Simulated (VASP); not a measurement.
# K (P6_3/mmc) in VASP: single point with PBE

Aim: the single point of K with PBE.

All numbers are computed with VASP 6.6.1; they aren't measurements. Logs are shortened: lines on timing, memory, paths and dates and some standing lists are left out, and cuts for length are marked.

**1. The cell of the first run**

Symmetry: P6_3/mmc, No. 194, hexagonal system. The conventional cell has a = 3.617 Å, b = 3.617 Å, c = 5.859 Å, α = 90.00°, β = 90.00°, γ = 120.00°. K (site symmetry -6m2) has 12 K at 3.60 to 3.62 Å within 4.7 Å.

This isn't the form of K at room conditions, which is bcc.

**2. Single point, PBE (33.18 Å³/atom)**

The input, POSCAR:

```
K
1.0
    3.6166287064      0.0000000000      0.0000000000
   -1.8083143532      3.1320923359      0.0000000000
    0.0000000000      0.0000000000      5.8589385045
K
2
Direct
    0.3333333333      0.6666666667      0.2500000000
    0.6666666667      0.3333333333      0.7500000000
```

The input, INCAR.step1:

```
  PREC = Accurate
  ENCUT = 520
  EDIFF = 1E-6
  ISMEAR = -1
  SIGMA = 0.08
  LREAL = False
  LASPH = True
  NELM = 60
  ALGO = Normal
  ISIF = 2
  LWAVE = False
  LCHARG = True
  GGA = PE
  NBANDS = 16
```

The input, KPOINTS.step1:

```
Automatic mesh
0
Gamma
  10 10 6
```

The input, INCAR.step2:

```
  PREC = Accurate
  ENCUT = 520
  EDIFF = 1E-6
  ISMEAR = -5
  SIGMA = 0.08
  LREAL = False
  LASPH = True
  NELM = 60
  ALGO = Normal
  ISIF = 2
  LWAVE = False
  LCHARG = False
  GGA = PE
  LORBIT = 11
  NBANDS = 16
  NEDOS = 1001
  ICHARG = 11
```

The input, KPOINTS.step2:

```
Automatic mesh
0
Gamma
  15 15 9
```

Potentials or basis: VASP PAW PBE potentials, release 64 (K_sv).

Launch:

```bash
> cat potpaw_PBE.64/K_sv/POTCAR > POTCAR
> cp INCAR.step1 INCAR
> cp KPOINTS.step1 KPOINTS
> mpirun -np 1 vasp_std > vasp.out
> cp INCAR.step2 INCAR
> cp KPOINTS.step2 KPOINTS
> mpirun -np 1 vasp_std > vasp.out
```

OUTCAR:

```text
PREC = Accurate
   ENCUT = 520
   EDIFF = 1E-6
   ISMEAR = -5
   LREAL = False
   LASPH = True
   NELM = 60
   ISIF = 2
   GGA = PE
   LORBIT = 11
   ICHARG = 11

 ion  position               nearest neighbor table
   1  0.333  0.667  0.250-   2 3.60   2 3.60   2 3.60   2 3.60   2 3.60   2 3.60
   2  0.667  0.333  0.750-   1 3.60   1 3.60   1 3.60   1 3.60   1 3.60   1 3.60

  LATTYP: Found a hexagonal cell.
 ALAT       =     3.6166287064
 C/A-ratio  =     1.6200000000

  Lattice vectors:

 A1 = (   3.6166287064,   0.0000000000,   0.0000000000)
 A2 = (  -1.8083143532,   3.1320923359,   0.0000000000)
 A3 = (   0.0000000000,   0.0000000000,   5.8589385045)

Analysis of symmetry for initial positions (statically):
=====================================================================
 Subroutine PRICEL returns:
 Original cell was already a primitive cell.

 Routine SETGRP: Setting up the symmetry group for a
 hexagonal supercell.

 Subroutine GETGRP returns: Found 24 space group operations
 (whereof 12 operations were pure point group operations)
 out of a pool of 24 trial point group operations.

The static configuration has the point symmetry D_3d.
 The point group associated with its full space group is D_6h.

Analysis of symmetry for dynamics (positions and initial velocities):
=====================================================================
 Subroutine PRICEL returns:
 Original cell was already a primitive cell.

 Routine SETGRP: Setting up the symmetry group for a
 hexagonal supercell.

 Subroutine GETGRP returns: Found 24 space group operations
 (whereof 12 operations were pure point group operations)
 out of a pool of 24 trial point group operations.

The dynamic configuration has the point symmetry D_3d.
 The point group associated with its full space group is D_6h.

 Subroutine INISYM returns: Found 24 space group operations
 (whereof 12 operations are pure point group operations),
 and found     1 'primitive' translations

----------------------------------------------------------------------------------------

                                     Primitive cell

  volume of cell :      66.3678

  direct lattice vectors                    reciprocal lattice vectors
     3.616628706  0.000000000  0.000000000     0.276500598  0.159637695  0.000000000
    -1.808314353  3.132092336  0.000000000     0.000000000  0.319275389  0.000000000
     0.000000000  0.000000000  5.858938505     0.000000000  0.000000000  0.170679381

  length of vectors
     3.616628706  3.616628706  5.858938505     0.319275389  0.319275389  0.170679381

  position of ions in fractional coordinates (direct lattice)
     0.333333333  0.666666667  0.250000000
     0.666666667  0.333333333  0.750000000

  ion indices of the primitive-cell ions
   primitive index   ion index
                 1           1
                 2           2

----------------------------------------------------------------------------------------

 KPOINTS: Automatic mesh

Automatic generation of k-mesh.
 Grid dimensions read from file:
 generate k-points for:   15   15    9

 Generating k-lattice:

  Cartesian coordinates                     Fractional coordinates (reciprocal lattice)
     0.018433373  0.010642513  0.000000000     0.066666667  0.000000000  0.000000000
     0.000000000  0.021285026  0.000000000     0.000000000  0.066666667  0.000000000
     0.000000000  0.000000000  0.018964376     0.000000000  0.000000000  0.111111111

  Length of vectors
     0.021285026  0.021285026  0.018964376

  Shift w.r.t. Gamma in fractional coordinates (k-lattice)
     0.000000000  0.000000000  0.000000000

 TETIRR: Found   1950 inequivalent tetrahedra from    12150

 Subroutine IBZKPT returns following result:
 ===========================================

 Found    135 irreducible k-points:

 Following reciprocal coordinates:
            Coordinates               Weight
  0.000000  0.000000  0.000000      1.000000
  0.066667  0.000000  0.000000      6.000000
  0.133333  0.000000  0.000000      6.000000
  0.200000  0.000000  0.000000      6.000000
  0.266667  0.000000  0.000000      6.000000
  0.333333  0.000000  0.000000      6.000000
[... 16 lines left out ...]
  0.333333  0.200000  0.000000     12.000000
  0.400000  0.200000  0.000000      6.000000
 [... further k-points ...]
   k-points           NKPTS =    135   k-points in BZ     NKDIM =    135   number of bands    NBANDS=     16
   number of dos      NEDOS =   1001   number of ions     NIONS =      2
   total plane-waves  NPLWV =  37632
   dimension x,y,z NGX =    28 NGY =   28 NGZ =   48
   dimension x,y,z NGXF=    56 NGYF=   56 NGZF=   96
   ions per type =               2
   NGX,Y,Z   is equivalent  to a cutoff of  12.87, 12.87, 13.62 a.u.
   NGXF,Y,Z  is equivalent  to a cutoff of  25.74, 25.74, 27.24 a.u.
 SYSTEM =  unknown system
   PREC   = accura    normal or accurate (medium, high low for compatibility)
   ISTART =      0    job   : 0-new  1-cont  2-samecut
   ICHARG =     11    charge: 1-file 2-atom 10-const
   ISPIN  =      1    spin polarized calculation?
   LNONCOLLINEAR =      F non collinear calculations
   LSORBIT =      F    spin-orbit coupling
   LASPH  =      T    aspherical Exc in radial PAW
   ENCUT  =  520.0 eV  38.22 Ry    6.18 a.u.   6.72  6.72 10.89*2*pi/ulx,y,z
   NELM   =     60;   NELMIN=  2; NELMDL=  0     # of ELM steps
   EDIFF  = 0.1E-05   stopping-criterion for ELM
   LREAL  =      F    real-space projection
[... 7 lines left out ...]
   TEBEG  =    0.0;   TEEND  =   0.0 temperature during run
   PSTRESS=    0.0 pullay stress
   NELECT =      18.0000    total number of electrons
   NUPDOWN=      -1.0000    fix difference up-down
   EMIN   =  10.00;   EMAX   =-10.00  energy-range for DOS
   EFERMI =   0.00;   METHOD = LEGACY
   ISMEAR =    -5;   SIGMA  =   0.08  broadening in eV -4-tet -1-fermi 0-gaus
   EFERMI_NEDOS =   21; number of points for ismear=-14 and -15
   IALGO  =     38    algorithm
   IMIX   =      4    mixing-type and parameters
     AMIX     =   0.40;   BMIX     =  1.00
     AMIX_MAG =   1.60;   BMIX_MAG =  1.00
  volume/ion in A,a.u.               =      33.18       223.94
  Fermi-wavevector in a.u.,A,eV,Ry     =   1.059692  2.002528 15.278638  1.122948
  Thomas-Fermi vector in A             =   2.195047
   LORBIT       =     11    0 simple, 1 ext, 2 COOP (PROOUT), +10 PAW based schemes
   GGA     = PE    functional components
   LHFCALC =     F    Hartree Fock is set to
   AEXX    =    0.0000 exact exchange contribution
   IVDW    =     0    specifies the selected vdW correction
   LEPSILON=     F    determine dielectric tensor
   LRPA    =     F    only Hartree local field effects (RPA)
 non-spin polarized calculation
 Fermi weights with tetrahedron method with Bloechl corrections
  energy-cutoff  :      520.00
  volume of cell :       66.37
 maximum number of plane-waves:      1808
 NGX is ok and might be reduce to    28

 number of electron      18.0000002 magnetization

 Free energy of the ion-electron system (eV)
  ---------------------------------------------------
  ext. energy  EPLUGINS =         0.00000000
  ---------------------------------------------------
  free energy    TOTEN  =        -0.41068895 eV

  energy without entropy =       -0.41068895  energy(sigma->0) =       -0.41068895

 E-fermi :   2.6660     XC(G=0):  -8.0173

 val. band max:        2.6408898469   @ k =   0.2667   0.2000   0.4444
 cond. band min:       2.6596819733   @ k =   0.2667   0.0667   0.3333
 fundamental gap:      0.0187921265
 Fermi energy:         2.6659910862

 k-point     1 :       0.0000    0.0000    0.0000
  band No.  band energies     occupation
      1     -29.6615      2.00000
      2     -29.5425      2.00000
      3     -13.5971      2.00000
      4     -12.8811      2.00000
      5     -12.8811      2.00000
      6     -12.7833      2.00000
[... 8 lines left out ...]
     15       7.7135      0.00000
     16       7.7135      0.00000

 k-point     2 :       0.0667    0.0000    0.0000
  band No.  band energies     occupation
      1     -29.6572      2.00000
      2     -29.5405      2.00000
      3     -13.5850      2.00000
      4     -12.9082      2.00000
      5     -12.8895      2.00000
      6     -12.8120      2.00000
[... 8 lines left out ...]
     15       7.5596      0.00000
     16       7.8003      0.00000

 k-point     3 :       0.1333    0.0000    0.0000
  band No.  band energies     occupation
      1     -29.6448      2.00000
      2     -29.5349      2.00000
      3     -13.5497      2.00000
      4     -12.9852      2.00000
      5     -12.9125      2.00000
      6     -12.8909      2.00000
[... 8 lines left out ...]
     15       7.6982      0.00000
     16       7.7334      0.00000

 k-point     4 :       0.2000    0.0000    0.0000
  band No.  band energies     occupation
      1     -29.6261      2.00000
      2     -29.5271      2.00000
      3     -13.4946      2.00000
      4     -13.0995      2.00000
      5     -13.0011      2.00000
      6     -12.9450      2.00000
[... 8 lines left out ...]
     15       7.6570      0.00000
     16       7.7796      0.00000
[... 324 lines left out ...]
 k-point    22 :       0.2667    0.2000    0.0000
  band No.  band energies     occupation
      1     -29.5559      2.00000
      2     -29.5085      2.00000
      3     -13.3721      2.00000
      4     -13.2950      2.00000
      5     -13.2581      2.00000
      6     -13.0951      2.00000
[... 8 lines left out ...]
     15       6.4102      0.00000
     16       9.0499      0.00000

 k-point    23 :       0.3333    0.2000    0.0000
  band No.  band energies     occupation
      1     -29.5407      2.00000
      2     -29.5089      2.00000
      3     -13.4234      2.00000
      4     -13.3020      2.00000
      5     -13.1940      2.00000
      6     -13.1504      2.00000
[... 8 lines left out ...]
     15       6.6313      0.00000
     16       9.4317      0.00000

 k-point    24 :       0.4000    0.2000    0.0000
  band No.  band energies     occupation
      1     -29.5341      2.00000
      2     -29.5103      2.00000
      3     -13.4413      2.00000
      4     -13.2997      2.00000
      5     -13.1750      2.00000
      6     -13.1630      2.00000
[... 8 lines left out ...]
     15       6.7713      0.00000
     16       9.8077      0.00000

 [... further k-points ...]
[... 5 lines left out ...]
  --------------------------------------------------------------------------------------
  -------------------------------------------------------------------------------------
  Total        5.0026623      5.0026623      5.0720612      0.0000000      0.0000000      0.0000000
  in kB      120.7686877    120.7686877    122.4440387      0.0000000      0.0000000      0.0000000
  external PRESSURE =     121.3271381 kB  Pullay stress =       0.0000000 kB

 VOLUME and BASIS-vectors are now :
 -----------------------------------------------------------------------------
  energy-cutoff  :      520.00
  volume of cell :       66.37
      direct lattice vectors                 reciprocal lattice vectors
     3.616628706  0.000000000  0.000000000     0.276500598  0.159637695  0.000000000
    -1.808314353  3.132092336  0.000000000     0.000000000  0.319275389  0.000000000
     0.000000000  0.000000000  5.858938505     0.000000000  0.000000000  0.170679381

 POSITION                                       TOTAL-FORCE (eV/Angst)
 -----------------------------------------------------------------------------------
     -0.00000      2.08806      1.46473         0.000000      0.000000      0.000000
      1.80831      1.04403      4.39420        -0.000000     -0.000000      0.000000
 -----------------------------------------------------------------------------------
    total drift:                               -0.000000      0.000000     -0.000000

  FREE ENERGIE OF THE ION-ELECTRON SYSTEM (eV)
  ---------------------------------------------------
  free  energy   TOTEN  =        -0.4106889500 eV

  energy  without entropy=       -0.4106889500  energy(sigma->0) =       -0.41068895

 total charge

# of ion       s       p       d       tot
------------------------------------------
    1        2.021   5.549   0.039   7.609
    2        2.021   5.549   0.039   7.609
--------------------------------------------------
tot          4.042  11.098   0.077  15.217
```

Run time: 2.1 min. Hardware: 1 thread of Intel Xeon 8259CL, shared host; peak memory 0.26 GiB.

Results:

```yaml
Valence_electrons_inside_the_program's_atomic_spheres: K 7.61
```

Caveat: tetrahedron occupations give inexact forces and stress in metals.
